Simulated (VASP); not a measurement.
# Cr3Cd (Pm-3m) in VASP: a series of runs

Cr3Cd is run at these levels: PBE; tasks: single point, relaxation of cell and atoms.

Everything below comes from runs of VASP 6.6.1. Logs are shortened: lines on timing, memory, paths and dates and some standing lists are left out, and cuts for length are marked.

### 1 The cell of the first run

Symmetry: Pm-3m, No. 221, cubic system. The conventional cell has a = 3.785 Å, b = 3.785 Å, c = 3.785 Å, α = 90.00°, β = 90.00°, γ = 90.00°. Cr (site symmetry 4/mmm) has 8 Cr at 2.68 Å and 4 Cd at 2.68 Å within 3.5 Å. Within 3.5 Å of Cd (site symmetry m-3m) lie 12 Cr at 2.68 Å.

### 2 Single point, PBE

File INCAR:

```
PREC     = Accurate       # precision mode
ENCUT    = 520            # plane-wave cutoff, eV
EDIFF    = 1E-7           # SCF threshold, eV
ISMEAR   = 0              # smearing method
SIGMA    = 0.1            # smearing width, eV
LREAL    = F              # projectors in reciprocal space
LASPH    = T              # aspherical terms in the spheres
NELM     = 60             # most SCF steps
ALGO     = Normal         # electronic algorithm
ISIF     = 2              # what is computed and relaxed
LWAVE    = F              # write WAVECAR
LCHARG   = T              # write CHGCAR
GGA      = PE             # functional
LELF     = T              # ELF
LVHAR    = T            
NBANDS   = 32             # bands
```

File KPOINTS:

```
regular mesh
0
Gamma
  4 4 4
```

File POSCAR:

```
Cr3Cd
1.0
    3.7849599059      0.0000000000      0.0000000000
    0.0000000000      3.7849599059      0.0000000000
    0.0000000000      0.0000000000      3.7849599059
Cr Cd
3 1
Direct
    0.0000000000      0.5000000000      0.5000000000
    0.5000000000      0.0000000000      0.5000000000
    0.5000000000      0.5000000000      0.0000000000
    0.0000000000      0.0000000000      0.0000000000
```

Potentials or basis: VASP PAW PBE potentials, release 64 (Cr_pv, Cd).

Command:

```console
$ cat potpaw_PBE.64/Cr_pv/POTCAR potpaw_PBE.64/Cd/POTCAR > POTCAR
$ mpirun -np 1 vasp_std > vasp.out
```

OUTCAR:

```text
PREC = Accurate
   ENCUT = 520
   EDIFF = 1E-7
   ISMEAR = 0
   LREAL = F
   LASPH = T
   NELM = 60
   ISIF = 2
   GGA = PE

 ion  position               nearest neighbor table
   1  0.000  0.500  0.500-   2 2.68   3 2.68   4 2.68   3 2.68   4 2.68   2 2.68   4 2.68   4 2.68
                             2 2.68   3 2.68   3 2.68   2 2.68
   2  0.500  0.000  0.500-   1 2.68   3 2.68   4 2.68   3 2.68   4 2.68   1 2.68   3 2.68   3 2.68
                             1 2.68   4 2.68   4 2.68   1 2.68
   3  0.500  0.500  0.000-   1 2.68   2 2.68   4 2.68   1 2.68   2 2.68   2 2.68   4 2.68   2 2.68
                             1 2.68   4 2.68   1 2.68   4 2.68
   4  0.000  0.000  0.000-   1 2.68   2 2.68   3 2.68   1 2.68   2 2.68   1 2.68   3 2.68   1 2.68
                             2 2.68   3 2.68   2 2.68   3 2.68

  LATTYP: Found a simple cubic cell.
 ALAT       =     3.7849599059

  Lattice vectors:

 A1 = (   3.7849599059,   0.0000000000,   0.0000000000)
 A2 = (   0.0000000000,   3.7849599059,   0.0000000000)
 A3 = (   0.0000000000,   0.0000000000,   3.7849599059)

Analysis of symmetry for initial positions (statically):
=====================================================================
 Subroutine PRICEL returns:
 Original cell was already a primitive cell.

 Routine SETGRP: Setting up the symmetry group for a
 simple cubic supercell.

 Subroutine GETGRP returns: Found 48 space group operations
 (whereof 48 operations were pure point group operations)
 out of a pool of 48 trial point group operations.

The static configuration has the point symmetry O_h .

Analysis of symmetry for dynamics (positions and initial velocities):
=====================================================================
 Subroutine PRICEL returns:
 Original cell was already a primitive cell.

 Routine SETGRP: Setting up the symmetry group for a
 simple cubic supercell.

 Subroutine GETGRP returns: Found 48 space group operations
 (whereof 48 operations were pure point group operations)
 out of a pool of 48 trial point group operations.

The dynamic configuration has the point symmetry O_h .

 Subroutine INISYM returns: Found 48 space group operations
 (whereof 48 operations are pure point group operations),
 and found     1 'primitive' translations

----------------------------------------------------------------------------------------

                                     Primitive cell

  volume of cell :      54.2230

  direct lattice vectors                    reciprocal lattice vectors
     3.784959906  0.000000000  0.000000000     0.264203591  0.000000000  0.000000000
     0.000000000  3.784959906  0.000000000     0.000000000  0.264203591  0.000000000
     0.000000000  0.000000000  3.784959906     0.000000000  0.000000000  0.264203591

  length of vectors
     3.784959906  3.784959906  3.784959906     0.264203591  0.264203591  0.264203591

  position of ions in fractional coordinates (direct lattice)
     0.000000000  0.500000000  0.500000000
     0.500000000  0.000000000  0.500000000
     0.500000000  0.500000000  0.000000000
     0.000000000  0.000000000  0.000000000

  ion indices of the primitive-cell ions
   primitive index   ion index
                 1           1
                 2           2
                 3           3
                 4           4

----------------------------------------------------------------------------------------

 KPOINTS: regular mesh

Automatic generation of k-mesh.
 Grid dimensions read from file:
 generate k-points for:    4    4    4

 Generating k-lattice:

  Cartesian coordinates                     Fractional coordinates (reciprocal lattice)
     0.066050898  0.000000000  0.000000000     0.250000000  0.000000000  0.000000000
     0.000000000  0.066050898  0.000000000     0.000000000  0.250000000  0.000000000
     0.000000000  0.000000000  0.066050898     0.000000000  0.000000000  0.250000000

  Length of vectors
     0.066050898  0.066050898  0.066050898

  Shift w.r.t. Gamma in fractional coordinates (k-lattice)
     0.000000000  0.000000000  0.000000000

 Subroutine IBZKPT returns following result:
 ===========================================

 Found     10 irreducible k-points:

 Following reciprocal coordinates:
            Coordinates               Weight
  0.000000  0.000000  0.000000      1.000000
  0.250000  0.000000  0.000000      6.000000
  0.500000  0.000000  0.000000      3.000000
  0.250000  0.250000  0.000000     12.000000
  0.500000  0.250000  0.000000     12.000000
  0.500000  0.500000  0.000000      3.000000
  0.250000  0.250000  0.250000      8.000000
  0.500000  0.250000  0.250000     12.000000
  0.500000  0.500000  0.250000      6.000000
  0.500000  0.500000  0.500000      1.000000
   k-points           NKPTS =     10   k-points in BZ     NKDIM =     10   number of bands    NBANDS=     32
   number of dos      NEDOS =    301   number of ions     NIONS =      4
   total plane-waves  NPLWV =  21952
   dimension x,y,z NGX =    28 NGY =   28 NGZ =   28
   dimension x,y,z NGXF=    56 NGYF=   56 NGZF=   56
   ions per type =               3   1
   NGX,Y,Z   is equivalent  to a cutoff of  12.30, 12.30, 12.30 a.u.
   NGXF,Y,Z  is equivalent  to a cutoff of  24.60, 24.60, 24.60 a.u.
 SYSTEM =  unknown system
   PREC   = accura    normal or accurate (medium, high low for compatibility)
   ISTART =      0    job   : 0-new  1-cont  2-samecut
   ICHARG =      2    charge: 1-file 2-atom 10-const
   ISPIN  =      1    spin polarized calculation?
   LNONCOLLINEAR =      F non collinear calculations
   LSORBIT =      F    spin-orbit coupling
   LASPH  =      T    aspherical Exc in radial PAW
   ENCUT  =  520.0 eV  38.22 Ry    6.18 a.u.   7.04  7.04  7.04*2*pi/ulx,y,z
   NELM   =     60;   NELMIN=  2; NELMDL= -5     # of ELM steps
   EDIFF  = 0.1E-06   stopping-criterion for ELM
   LREAL  =      F    real-space projection
   EDIFFG = 0.1E-05   stopping-criterion for IOM
   NSW    =      0    number of steps for IOM
   IBRION =     -1    ionic relax: 0-MD 1-quasi-New 2-CG
   NFREE  =      0    steps in history (QN), initial steepest desc. (CG)
   ISIF   =      2    stress and relaxation
   ISYM   =      2    0-nonsym 1-usesym 2-fastsym
   POTIM  = 0.5000    time-step for ionic-motion
   TEBEG  =    0.0;   TEEND  =   0.0 temperature during run
   PSTRESS=    0.0 pullay stress
   NELECT =      48.0000    total number of electrons
   NUPDOWN=      -1.0000    fix difference up-down
   EMIN   =  10.00;   EMAX   =-10.00  energy-range for DOS
   EFERMI =   0.00;   METHOD = LEGACY
   ISMEAR =     0;   SIGMA  =   0.10  broadening in eV -4-tet -1-fermi 0-gaus
   EFERMI_NEDOS =   21; number of points for ismear=-14 and -15
   IALGO  =     38    algorithm
   IMIX   =      4    mixing-type and parameters
     AMIX     =   0.40;   BMIX     =  1.00
     AMIX_MAG =   1.60;   BMIX_MAG =  1.00
  volume/ion in A,a.u.               =      13.56        91.48
  Fermi-wavevector in a.u.,A,eV,Ry     =   1.571909  2.970477 33.618590  2.470897
  Thomas-Fermi vector in A             =   2.673422
   LORBIT       =      0    0 simple, 1 ext, 2 COOP (PROOUT), +10 PAW based schemes
   GGA     = PE    functional components
   LHFCALC =     F    Hartree Fock is set to
   AEXX    =    0.0000 exact exchange contribution
   IVDW    =     0    specifies the selected vdW correction
   LEPSILON=     F    determine dielectric tensor
   LRPA    =     F    only Hartree local field effects (RPA)
 non-spin polarized calculation
 Gauss-broadening in eV      SIGMA  =   0.10
  energy-cutoff  :      520.00
  volume of cell :       54.22
 maximum number of plane-waves:      1492
   NGX = 15   NGY = 15   NGZ = 15

 number of electron      47.9999944 magnetization

 Free energy of the ion-electron system (eV)
  ---------------------------------------------------
  ext. energy  EPLUGINS =         0.00000000
  ---------------------------------------------------
  free energy    TOTEN  =       -26.59002172 eV

  energy without entropy =      -26.57043727  energy(sigma->0) =      -26.58022950

 E-fermi :   8.1655     XC(G=0): -12.9936

 val. band max:        8.0614354135   @ k =   0.2500   0.2500   0.0000
 cond. band min:       8.2159056565   @ k =   0.5000   0.2500   0.2500
 fundamental gap:      0.1544702429
 Fermi energy:         8.1654540705

 k-point     1 :       0.0000    0.0000    0.0000
  band No.  band energies     occupation
      1     -34.9992      2.00000
      2     -34.9992      2.00000
      3     -34.9992      2.00000
      4     -34.7957      2.00000
      5     -34.7957      2.00000
      6     -34.7957      2.00000
[... 24 lines left out ...]
     31      10.3313      0.00000
     32      10.3313      0.00000

 k-point     2 :       0.2500    0.0000    0.0000
  band No.  band energies     occupation
      1     -34.9697      2.00000
      2     -34.9697      2.00000
      3     -34.9527      2.00000
      4     -34.8064      2.00000
      5     -34.8064      2.00000
      6     -34.7993      2.00000
[... 24 lines left out ...]
     31      10.3323      0.00000
     32      12.5594      0.00000

 k-point     3 :       0.5000    0.0000    0.0000
  band No.  band energies     occupation
      1     -34.9290      2.00000
      2     -34.9290      2.00000
      3     -34.8685      2.00000
      4     -34.8276      2.00000
      5     -34.8276      2.00000
      6     -34.8029      2.00000
[... 24 lines left out ...]
     31      10.3334      0.00000
     32      15.4602      0.00000

 k-point     4 :       0.2500    0.2500    0.0000
  band No.  band energies     occupation
      1     -34.9859      2.00000
      2     -34.9386      2.00000
      3     -34.8926      2.00000
      4     -34.8616      2.00000
      5     -34.8121      2.00000
      6     -34.7519      2.00000
[... 164 lines left out ...]
     31       9.9138      0.00000
     32      11.9593      0.00000

 k-point     9 :       0.5000    0.5000    0.2500
  band No.  band energies     occupation
      1     -35.0236      2.00000
      2     -34.9954      2.00000
      3     -34.9460      2.00000
      4     -34.9460      2.00000
      5     -34.7173      2.00000
      6     -34.7173      2.00000
[... 24 lines left out ...]
     31       9.6497      0.00000
     32      10.7423      0.00000

 k-point    10 :       0.5000    0.5000    0.5000
  band No.  band energies     occupation
      1     -35.0838      2.00000
      2     -34.9938      2.00000
      3     -34.9938      2.00000
      4     -34.9938      2.00000
      5     -34.6705      2.00000
      6     -34.6705      2.00000
[... 24 lines left out ...]
     31      10.0464      0.00000
     32      10.0464      0.00000

------------------------ aborting loop because EDIFF is reached ----------------------------------------

  FORCE on cell =-STRESS in cart. coord.  units (eV):
  Direction    XX          YY          ZZ          XY          YZ          ZX
  --------------------------------------------------------------------------------------
  -------------------------------------------------------------------------------------
  Total        0.1809410      0.1809410      0.1809410      0.0000000      0.0000000     -0.0000000
  in kB        5.3464292      5.3464292      5.3464292      0.0000000      0.0000000     -0.0000000
  external PRESSURE =       5.3464292 kB  Pullay stress =       0.0000000 kB

 VOLUME and BASIS-vectors are now :
 -----------------------------------------------------------------------------
  energy-cutoff  :      520.00
  volume of cell :       54.22
      direct lattice vectors                 reciprocal lattice vectors
     3.784959906  0.000000000  0.000000000     0.264203591  0.000000000  0.000000000
     0.000000000  3.784959906  0.000000000     0.000000000  0.264203591  0.000000000
     0.000000000  0.000000000  3.784959906     0.000000000  0.000000000  0.264203591

 POSITION                                       TOTAL-FORCE (eV/Angst)
 -----------------------------------------------------------------------------------
      0.00000      1.89248      1.89248         0.000000      0.000000      0.000000
      1.89248      0.00000      1.89248         0.000000      0.000000      0.000000
      1.89248      1.89248      0.00000         0.000000      0.000000      0.000000
      0.00000      0.00000      0.00000         0.000000      0.000000      0.000000
 -----------------------------------------------------------------------------------
    total drift:                                0.000000      0.000000      0.000000

  FREE ENERGIE OF THE ION-ELECTRON SYSTEM (eV)
  ---------------------------------------------------
  free  energy   TOTEN  =       -26.5900217188 eV

  energy  without entropy=      -26.5704372744  energy(sigma->0) =      -26.58022950
```

It took 13 s on 1 thread of Oxide Virtual Turin-like, shared host; peak memory 0.12 GiB.

Results:

- Free energy: -26.5900 eV
- Pressure: 0.5 GPa
- Band gap on the k mesh: zero (bands 24 and 25 overlap by 1.07 eV)

Caveat: the k points lie up to 0.42 Å⁻¹ apart, too coarse for converged energies and pressures of a metal; the run has no spin polarisation, though such a crystal can be magnetic. Spin polarisation is off, so any magnetic state and its effect on volume and gap are missing.

### 3 Relaxation of cell and atoms, PBE

This run uses another cell than the first one, of 14.42 Å³/atom.

File INCAR:

```
SYSTEM = Cr3Cd
PREC = Accurate
ENCUT = 600
EDIFF = 1E-6
ISMEAR = 0
SIGMA = 0.1
LREAL = .FALSE.
LASPH = .TRUE.
NELM = 100
ALGO = Normal
ISIF = 3
LWAVE = .FALSE.
LCHARG = .FALSE.
GGA = PE
IBRION = 2
NSW = 90
EDIFFG = -0.04
```

File KPOINTS:

```
regular mesh
0
G
  4 4 4
  0 0 0
```

File POSCAR:

```
Cr3Cd
1.0
    3.8639997262      0.0000000000      0.0000000000
    0.0000000000      3.8639997262      0.0000000000
    0.0000000000      0.0000000000      3.8639997262
Cr Cd
3 1
Direct
    0.0000000000      0.5000000000      0.5000000000
    0.5000000000      0.0000000000      0.5000000000
    0.5000000000      0.5000000000      0.0000000000
    0.0000000000      0.0000000000      0.0000000000
```

Potentials or basis: VASP PAW PBE potentials, release 64 (Cr_pv, Cd).

Command:

```console
$ cat potpaw_PBE.64/Cr_pv/POTCAR potpaw_PBE.64/Cd/POTCAR > POTCAR
$ mpirun -np 1 vasp_std > vasp.out
```

Wall time 32 s (1 thread of Oxide Virtual Turin-like, shared host); peak memory 0.16 GiB.

It converged, with:

```
Free energy                           : -26.5927 eV
Relaxed volume                        : 13.60 Å³/atom
Relaxed cell                          : a = 3.789 Å, b = 3.789 Å, c = 3.789 Å, α = 90.00°, β = 90.00°, γ = 90.00°
Space group after relaxing (to 0.1 Å) : Pm-3m (No. 221)
Energy gained by relaxing             : 26.5 meV/atom
Ionic steps                           : 3
Pressure after relaxing               : -0.1 GPa
Band gap on the k mesh                : zero (bands 24 and 25 overlap by 1.06 eV)
```

Step by step:
```
step  energy change (eV)  largest force (eV/Å)  pressure (GPa)  volume (Å³)
   1              0.0000                0.0000           -9.51        57.69
   2              0.0420                0.0000           14.40        50.84
   3             -0.1059                0.0000           -0.07        54.38
```

Final structure:
```xyz
4
Lattice="3.7887 0.0000 0.0000 0.0000 3.7887 0.0000 0.0000 0.0000 3.7887" Properties=species:S:1:pos:R:3 pbc="T T T"
Cr    0.0000    1.8943    1.8943
Cr    1.8943    0.0000    1.8943
Cr    1.8943    1.8943    0.0000
Cd    0.0000    0.0000    0.0000
```

Levels at points of the mesh, in eV from the Fermi level:
```csv
k point,band 22,band 23,band 24,band 25,band 26,band 27
"(0.00, 0.00, 0.00)",0.63,0.63,0.63,1.35,1.35,1.87
"(0.50, 0.00, 0.00)",-0.55,-0.55,-0.32,0.33,0.36,0.45
"(0.50, 0.50, 0.00)",-1.40,-0.36,-0.36,0.13,0.20,0.20
"(0.50, 0.50, 0.50)",-0.74,-0.74,-0.74,0.30,0.63,0.63
```

Caveat: the k points lie up to 0.41 Å⁻¹ apart in the final cell, too coarse for converged energies and pressures of a metal; the run has no spin polarisation, though such a crystal can be magnetic.

(Part 1 of 2 ends here.)

The gap in the log of VASP goes by the Fermi energy; the results here count the filled bands.